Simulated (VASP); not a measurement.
# Si16O (a cell with a defect) in VASP: notebook

Si16O (a cell with a defect) is run at these levels: PBE; tasks: single point.

All numbers are computed with VASP 6.6.1; they aren't measurements. Logs are shortened: lines on timing, memory, paths and dates and some standing lists are left out, and cuts for length are marked.

### 1 The cell of the first run

The cell holds a defect, 17 atoms: a = 7.679 Å, b = 7.679 Å, c = 7.679 Å, α = 60.00°, β = 60.00°, γ = 60.00°.

### 2 Single point, PBE, collinear spin, zero start

INCAR

```
SYSTEM = Si16O
PREC     = Accurate       ! precision mode
ENCUT    = 520            ! plane-wave cutoff, eV
EDIFF    = 1E-7           ! SCF threshold, eV
ISMEAR   = -1             ! smearing method
SIGMA    = 0.05           ! smearing width, eV
LREAL    = Auto         
LASPH    = .True.         ! aspherical terms in the spheres
NELM     = 150            ! most SCF steps
ALGO     = Normal         ! electronic algorithm
ISIF     = 2              ! what is computed and relaxed
LWAVE    = .False.        ! write WAVECAR
LCHARG   = .False.        ! write CHGCAR
ISPIN    = 2              ! spin polarisation
MAGMOM   = 0 0 0 0 0 0 0 0 0 0 0 0 0 0 0 0 0 ! initial moments
LORBIT   = 11             ! projections on sites
GGA      = PE             ! functional
NBANDS   = 53             ! bands
```

KPOINTS

```
Automatic mesh
0
Gamma
  2 2 2
  0 0 0
```

POSCAR

```
Si16O
1.0
    0.0000000000      5.4300000000      5.4300000000
    5.4300000000      0.0000000000      5.4300000000
    5.4300000000      5.4300000000      0.0000000000
Si O
16 1
Direct
   -0.0118232044     -0.0113443831      0.0403130755
    0.1768232044      0.0939134438      0.1072283610
    0.0242909761     -0.0158563536      0.4794843462
    0.0972744015      0.1152117864      0.6462615101
    0.0546408840      0.4405524862     -0.0496685083
    0.1682780847      0.6300276243      0.1249815838
    0.0305709024      0.4735359116      0.4636832413
    0.1680662983      0.6077900552      0.5463904236
    0.5803867403     -0.0574401473      0.0086003683
    0.6082228361      0.1279465930      0.1672836096
    0.5133425414     -0.0139871087      0.5369152855
    0.6502762431      0.1028729282      0.6454143646
    0.5595948435      0.4972191529      0.0216390424
    0.7001012891      0.5477255985      0.1729189687
    0.5272375691      0.4627255985      0.5427440147
    0.6195211786      0.6494659300      0.6330755064
    0.1815377532      0.5721454880      0.9420165746
```

Potentials or basis: VASP PAW PBE potentials, release 64 (Si, O).

Run with:

```
$ cat potpaw_PBE.64/Si/POTCAR potpaw_PBE.64/O/POTCAR > POTCAR
$ mpirun -np 1 vasp_std > vasp.out
```

OUTCAR:

```text
SYSTEM = Si16O
   PREC = Accurate
   ENCUT = 520
   EDIFF = 1E-7
   ISMEAR = -1
   LREAL = Auto
   LASPH = .True.
   NELM = 150
   ISIF = 2
   ISPIN = 2
   LORBIT = 11
   GGA = PE

 ion  position               nearest neighbor table
   1  0.988  0.989  0.040-   6 2.28   2 2.31  10 2.38   4 2.48
   2  0.177  0.094  0.107-   5 2.20   1 2.31   3 2.34   9 2.54
   3  0.024  0.984  0.479-   2 2.34   4 2.35  12 2.36   8 2.39
   4  0.097  0.115  0.646-   7 2.29   3 2.35   1 2.48  11 2.62
   5  0.055  0.441  0.950-  17 1.68   2 2.20  14 2.35   8 2.54   6 3.01
   6  0.168  0.630  0.125-  17 1.62   7 2.17   1 2.28  13 2.46   5 3.01
   7  0.031  0.474  0.464-   6 2.17   8 2.23   4 2.29  16 2.62
   8  0.168  0.608  0.546-   7 2.23   3 2.39  15 2.39   5 2.54
   9  0.580  0.943  0.009-  12 2.30  10 2.42  14 2.49   2 2.54
  10  0.608  0.128  0.167-  11 2.33  13 2.37   1 2.38   9 2.42
  11  0.513  0.986  0.537-  16 2.12  12 2.27  10 2.33   4 2.62
  12  0.650  0.103  0.645-  15 2.26  11 2.27   9 2.30   3 2.36
  13  0.560  0.497  0.022-  14 2.19  10 2.37   6 2.46  16 2.48
  14  0.700  0.548  0.173-  13 2.19  15 2.34   5 2.35   9 2.49
  15  0.527  0.463  0.543-  12 2.26  14 2.34  16 2.35   8 2.39
  16  0.620  0.649  0.633-  11 2.12  15 2.35  13 2.48   7 2.62
  17  0.182  0.572  0.942-   6 1.62   5 1.68

  LATTYP: Found a face centered cubic cell.
 ALAT       =    10.8600000000

  Lattice vectors:

 A1 = (   0.0000000000,   5.4300000000,   5.4300000000)
 A2 = (   5.4300000000,   0.0000000000,   5.4300000000)
 A3 = (   5.4300000000,   5.4300000000,   0.0000000000)

Analysis of symmetry for initial positions (statically):
=====================================================================
 Subroutine PRICEL returns:
 Original cell was already a primitive cell.

 Routine SETGRP: Setting up the symmetry group for a
 face centered cubic supercell.

 Subroutine GETGRP returns: Found  1 space group operations
 (whereof  1 operations were pure point group operations)
 out of a pool of 48 trial point group operations.

The static configuration has the point symmetry C_1 .

Analysis of symmetry for dynamics (positions and initial velocities):
=====================================================================
 Subroutine PRICEL returns:
 Original cell was already a primitive cell.

 Routine SETGRP: Setting up the symmetry group for a
 face centered cubic supercell.

 Subroutine GETGRP returns: Found  1 space group operations
 (whereof  1 operations were pure point group operations)
 out of a pool of 48 trial point group operations.

The dynamic configuration has the point symmetry C_1 .

Analysis of structural, dynamic, and magnetic symmetry:
=====================================================================
 Subroutine PRICEL returns:
 Original cell was already a primitive cell.

[... 169 lines left out ...]

 E-fermi :   6.3062     XC(G=0):  -9.5621

 val. band max:        6.2553318663   @ k =   0.0000   0.0000   0.0000
 cond. band min:       6.3521704422   @ k =   0.0000   0.0000   0.0000
 fundamental gap:      0.0968385759
 Fermi energy:         6.3061612486

 spin component 1

 k-point     1 :       0.0000    0.0000    0.0000
  band No.  band energies     occupation
      1     -14.4159      1.00000
      2      -5.9201      1.00000
      3      -4.3515      1.00000
      4      -3.8641      1.00000
      5      -3.6550      1.00000
      6      -3.5424      1.00000
[... 389 lines left out ...]
     46      10.0125      0.00000
     47      10.1427      0.00000
 Fermi energy:         6.3061612486

 spin component 2

 k-point     1 :       0.0000    0.0000    0.0000
  band No.  band energies     occupation
      1     -14.4159      1.00000
      2      -5.9201      1.00000
      3      -4.3515      1.00000
      4      -3.8641      1.00000
      5      -3.6550      1.00000
      6      -3.5424      1.00000
[... 389 lines left out ...]
     46      10.0125      0.00000
     47      10.1427      0.00000
 [bands above 47 left out]

------------------------ aborting loop because EDIFF is reached ----------------------------------------

  FORCE on cell =-STRESS in cart. coord.  units (eV):
  Direction    XX          YY          ZZ          XY          YZ          ZX
  --------------------------------------------------------------------------------------
  -------------------------------------------------------------------------------------
  Total        8.9747992      9.0517941     11.2228262      3.7799436     -1.4796243      9.0093701
  in kB       44.9061515     45.2914021     56.1543412     18.9132612     -7.4034227     45.0791302
  external PRESSURE =      48.7839649 kB  Pullay stress =       0.0000000 kB

 VOLUME and BASIS-vectors are now :
 -----------------------------------------------------------------------------
  energy-cutoff  :      520.00
  volume of cell :      320.21
      direct lattice vectors                 reciprocal lattice vectors
     0.000000000  5.430000000  5.430000000    -0.092081031  0.092081031  0.092081031
     5.430000000  0.000000000  5.430000000     0.092081031 -0.092081031  0.092081031
     5.430000000  5.430000000  0.000000000     0.092081031  0.092081031 -0.092081031

 POSITION                                       TOTAL-FORCE (eV/Angst)
 -----------------------------------------------------------------------------------
      5.58730      5.58470     10.73420        -0.070807     -0.950380      0.606414
      1.09220      1.54240      1.47010        -0.925447      1.580008     -0.159797
      7.94750      2.73550      5.47580        -0.056086      0.276149     -0.017750
      4.13480      4.03740      1.15380        -0.660783      1.824734      0.153262
      7.55250      5.45700      2.68890         0.500226     -1.318802      1.597140
      4.09970      1.59240      4.33480        -0.562070      0.567301      1.653345
[... 9 lines left out ...]
      6.96420      6.80160      6.89060        -2.544928      3.288802     -1.521020
      8.22190      6.10090      4.09250        -1.226534     -0.739746     -0.260977
 -----------------------------------------------------------------------------------
    total drift:                                0.001364      0.000444      0.003756

  FREE ENERGIE OF THE ION-ELECTRON SYSTEM (eV)
  ---------------------------------------------------
  free  energy   TOTEN  =       -90.1978406581 eV

  energy  without entropy=      -90.1807656801  energy(sigma->0) =      -90.18930317

 total charge

# of ion       s       p       d       tot
------------------------------------------
    1        0.754   0.943   0.000   1.697
    2        0.753   0.970   0.000   1.723
    3        0.746   0.933   0.000   1.679
    4        0.753   0.892   0.000   1.645
    5        0.749   0.914   0.000   1.663
    6        0.746   0.975   0.000   1.720
[... 9 lines left out ...]
   16        0.754   0.935   0.000   1.689
   17        1.571   3.621   0.000   5.193
--------------------------------------------------
tot         13.591  18.723   0.000  32.314

 magnetization (x)

# of ion       s       p       d       tot
------------------------------------------
    1       -0.000  -0.000   0.000  -0.000
    2       -0.000  -0.000   0.000  -0.000
    3       -0.000  -0.000   0.000  -0.000
    4       -0.000  -0.000   0.000  -0.000
    5       -0.000   0.000   0.000   0.000
    6       -0.000   0.000   0.000   0.000
[... 9 lines left out ...]
   16       -0.000  -0.000   0.000  -0.000
   17       -0.000  -0.000   0.000  -0.000
--------------------------------------------------
tot         -0.000  -0.000   0.000  -0.000
```

OSZICAR:

```text
N       E                     dE             d eps       ncg     rms          rms(c)
DAV:   1     0.193782098305E+03    0.19378E+03   -0.27333E+04  1696   0.110E+03
DAV:   2    -0.732842026890E+02   -0.26707E+03   -0.25182E+03  2063   0.176E+02
DAV:   3    -0.931787863332E+02   -0.19895E+02   -0.19588E+02  2131   0.450E+01
DAV:   4    -0.935662585007E+02   -0.38747E+00   -0.38645E+00  2176   0.748E+00
[... 10 lines left out ...]
DAV:  15    -0.901978388955E+02    0.74381E-05   -0.31355E-05  2336   0.284E-02    0.681E-03
DAV:  16    -0.901978406762E+02   -0.17808E-05   -0.17003E-05  1888   0.144E-02    0.365E-03
DAV:  17    -0.901978407886E+02   -0.11236E-06   -0.36491E-07  2104   0.211E-03    0.332E-03
DAV:  18    -0.901978406660E+02    0.12260E-06   -0.16537E-07  1488   0.238E-03    0.169E-03
DAV:  19    -0.901978406581E+02    0.79262E-08   -0.42277E-07  1792   0.251E-03
   1 F= -.90197841E+02 E0= -.90189303E+02  d E =-.170750E-01  mag=    -0.0000
```

stdout:

```text
POSCAR found type information on POSCAR SiO
 POSCAR found :  2 types and      17 ions
 scaLAPACK will be used
 LDA part: xc-table for (Slater+PW92), standard interpolation
 POSCAR, INCAR and KPOINTS ok, starting setup
 FFT: planning ... GRIDC
 FFT: planning ... GRID_SOFT
 FFT: planning ... GRID
 WAVECAR not read
 entering main loop
```

Run time: 22 min. Hardware: 1 thread of AMD EPYC 7R13, shared host; peak memory 0.68 GiB.

Results:

```yaml
Free_energy: -90.1978 eV
Pressure: 4.9 GPa
Largest_force: 4.428 eV/Å
Band_gap_on_the_k_mesh: 0.10 eV
Net_moment: 0.00 μB per cell
Valence_electrons_inside_the_program's_atomic_spheres: Si 1.70, 1.72, 1.68, 1.65, 1.66, 1.74, 1.63, 1.67, 1.73, 1.69 (each value once); O 5.19
```

Forces on the atoms (eV/Å):
```
Si  -0.071 -0.950  0.606
Si  -0.925  1.580 -0.160
Si  -0.056  0.276 -0.018
Si  -0.661  1.825  0.153
Si   0.500 -1.319  1.597
Si  -0.562  0.567  1.653
Si   1.479 -0.742 -2.272
Si   1.574  1.528 -0.271
Si   1.174  0.042 -1.220
Si  -1.004  0.066  0.499
Si   2.079 -3.069  0.297
Si  -0.629  0.959 -0.017
Si  -0.641 -2.310 -1.457
Si   0.957  0.204  1.794
Si   0.558 -1.206  0.598
Si  -2.545  3.289 -1.521
O   -1.227 -0.740 -0.261
```

Caveat: the k points lie up to 0.50 Å⁻¹ apart.

### 3 Single point, PBE, collinear spin, zero start

INCAR

```
PREC     = Accurate       # precision mode
ENCUT    = 520            # plane-wave cutoff, eV
EDIFF    = 1E-6           # SCF threshold, eV
ISMEAR   = -1             # smearing method
SIGMA    = 0.05           # smearing width, eV
LREAL    = Auto         
LASPH    = True           # aspherical terms in the spheres
NELM     = 150            # most SCF steps
ALGO     = Normal         # electronic algorithm
ISIF     = 2              # what is computed and relaxed
LWAVE    = False          # write WAVECAR
LCHARG   = False          # write CHGCAR
ISPIN    = 2              # spin polarisation
MAGMOM   = 0 0 0 0 0 0 0 0 0 0 0 0 0 0 0 0 0 # initial moments
LORBIT   = 11             # projections on sites
GGA      = PE             # functional
NBANDS   = 53             # bands
```

KPOINTS

```
Automatic mesh
0
Gamma
  2 2 2
```

POSCAR

```
Si16O
1.0
    0.0000000000      5.4300000000      5.4300000000
    5.4300000000      0.0000000000      5.4300000000
    5.4300000000      5.4300000000      0.0000000000
Si O
16 1
Direct
    0.0452117864      0.0080110497      0.0033517495
    0.2384346225      0.0610681400      0.1249171271
    0.0523756906     -0.0032596685      0.5029097606
    0.1582596685      0.1013535912      0.6588121547
    0.0982872928      0.4073112339     -0.0550460405
    0.1851933702      0.6354696133      0.1186740331
    0.0445672192      0.4515469613      0.4573296501
    0.1631031308      0.6188121547      0.5855709024
    0.5968416206     -0.0737661142      0.0513904236
    0.6670534070      0.1191712707      0.1437937385
    0.5304696133     -0.0110036832      0.5251104972
    0.6668600368      0.0705248619      0.6817771639
    0.5615653775      0.4645488029      0.0192449355
    0.7480662983      0.5423941068      0.1438305709
    0.5187569061      0.4819613260      0.5259576427
    0.6676151013      0.5829558011      0.6602670350
    0.1849079190      0.5911878453      0.9169337017
```

Potentials or basis: VASP PAW PBE potentials, release 64 (Si, O).

Run with:

```
$ cat potpaw_PBE.64/Si/POTCAR potpaw_PBE.64/O/POTCAR > POTCAR
$ mpirun -np 1 vasp_std > vasp.out
```

It took 19 min on 1 thread of AMD EPYC 7R13, shared host; peak memory 0.68 GiB.

It converged, with:

```yaml
Free_energy: -90.0871 eV
Pressure: 3.3 GPa
Largest_force: 2.913 eV/Å
Band_gap_on_the_k_mesh: 0.28 eV
Net_moment: 0.00 μB per cell
Valence_electrons_inside_the_program's_atomic_spheres: Si 1.74, 1.72, 1.66, 1.75, 1.67, 1.65, 1.69, 1.70, 1.73, 1.64 (each value once); O 5.10
```

Forces on the atoms (eV/Å):
```
Si   1.497  1.656 -1.419
Si   1.011 -0.025 -0.976
Si  -0.510 -0.566 -1.326
Si  -2.078 -0.823  1.403
Si   1.194 -0.170  1.369
Si  -1.893 -0.847  0.539
Si   2.480  0.154 -0.185
Si  -0.821 -1.181 -0.984
Si  -1.620 -0.173 -0.079
Si  -0.557  1.946 -1.155
Si  -0.658  1.300 -0.407
Si   0.050 -0.981  1.553
Si   2.448 -0.254  1.559
Si   1.112 -0.746 -1.581
Si  -1.563  1.632  0.687
Si  -0.918 -1.816  1.159
O    0.828  0.894 -0.157
```

Stress tensor (GPa, compression positive):
```
 2.44  0.12 -0.68
 0.12  3.66 -0.77
-0.68 -0.77  3.91
```

Levels at points of the mesh, in eV from the valence-band top:
Spin up:
| k point | band 32 | band 33 | band 34 | band 35 | band 36 | band 37 | band 38 | band 39 |
| --- | --- | --- | --- | --- | --- | --- | --- | --- |
| (0.00, 0.00, 0.00) | -0.86 | -0.47 | -0.26 | 0.00 | 0.28 | 0.45 | 0.60 | 0.93 |
| (0.50, 0.00, 0.00) | -1.14 | -0.96 | -0.51 | -0.20 | 0.51 | 1.25 | 1.39 | 1.44 |
| (0.00, 0.50, 0.00) | -1.00 | -0.98 | -0.77 | -0.60 | 0.67 | 0.80 | 1.17 | 1.54 |
| (0.00, 0.00, 0.50) | -1.26 | -1.02 | -0.47 | -0.01 | 0.85 | 1.00 | 1.36 | 1.69 |
| (0.50, 0.50, 0.50) | -1.15 | -0.80 | -0.50 | -0.19 | 0.60 | 0.92 | 1.22 | 1.40 |
| (0.50, 0.50, 0.00) | -1.26 | -1.16 | -0.81 | -0.51 | 0.92 | 1.28 | 1.70 | 1.99 |
| (0.00, 0.50, 0.50) | -1.38 | -1.26 | -0.83 | -0.72 | 0.99 | 1.11 | 1.92 | 1.98 |
| (0.50, 0.00, 0.50) | -1.32 | -1.05 | -0.80 | -0.41 | 0.90 | 1.26 | 1.84 | 2.06 |
Spin down:
```csv
k point,band 31,band 32,band 33,band 34,band 35,band 36,band 37,band 38,band 39,band 40
"(0.00, 0.00, 0.00)",-1.04,-0.86,-0.47,-0.26,0.00,0.28,0.45,0.60,0.93,1.20
"(0.50, 0.00, 0.00)",-1.44,-1.14,-0.96,-0.51,-0.20,0.51,1.25,1.39,1.44,1.66
"(0.00, 0.50, 0.00)",-1.46,-1.00,-0.98,-0.77,-0.60,0.67,0.80,1.17,1.54,1.65
"(0.00, 0.00, 0.50)",-1.44,-1.26,-1.02,-0.47,-0.01,0.85,1.00,1.36,1.69,1.83
"(0.50, 0.50, 0.50)",-1.18,-1.15,-0.80,-0.50,-0.19,0.60,0.92,1.22,1.40,1.45
"(0.50, 0.50, 0.00)",-1.63,-1.26,-1.16,-0.81,-0.51,0.92,1.28,1.70,1.99,2.37
"(0.00, 0.50, 0.50)",-1.48,-1.38,-1.26,-0.83,-0.72,0.99,1.11,1.92,1.98,2.27
"(0.50, 0.00, 0.50)",-1.48,-1.32,-1.05,-0.80,-0.41,0.90,1.26,1.84,2.06,2.08
```

Caveat: the k points lie up to 0.50 Å⁻¹ apart.

(Part 1 of 2 ends here.)
